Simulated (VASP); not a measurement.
Input of a VASP 6.6.1 run:

The input INCAR:

```
SYSTEM = KF
PREC = Accurate
ENCUT = 520
EDIFF = 1E-6
ISMEAR = 0
SIGMA = 0.05
LREAL = .FALSE.
LASPH = .TRUE.
NELM = 60
ALGO = Normal
ISIF = 2
LWAVE = .FALSE.
LCHARG = .FALSE.
GGA = PE
NBANDS = 15
```

File KPOINTS:

```
Automatic mesh
0
G
  8 8 8
  0 0 0
```

Contents of POSCAR:

```
KF
1.0
    0.0000000000      2.7403375000      2.6066625000
    2.7403375000      0.0000000000      2.6066625000
    2.7403375000      2.7403375000      0.0000000000
K F
1 1
Direct
    0.0000000000      0.0000000000      0.0000000000
    0.5000000000      0.5000000000      0.5000000000
```

Potentials or basis: VASP PAW PBE potentials, release 64 (K_sv, F).

Command:

```bash
$ cat potpaw_PBE.64/K_sv/POTCAR potpaw_PBE.64/F/POTCAR > POTCAR
$ mpirun -np 1 vasp_std > vasp.out
```

Task: Estimate the pressure.

Result: 0.7 GPa.

Task: Predict the band gap on the k mesh.

Result: 5.97 eV, direct.

Stress tensor (GPa, compression positive):
```
-0.20  0.00  0.00
 0.00 -0.20  0.00
 0.00  0.00  2.66
```

Caveat: the cell differs from its parent crystal (strain +0.025 along x and y, -0.025 along z). A k mesh can miss the band edges.
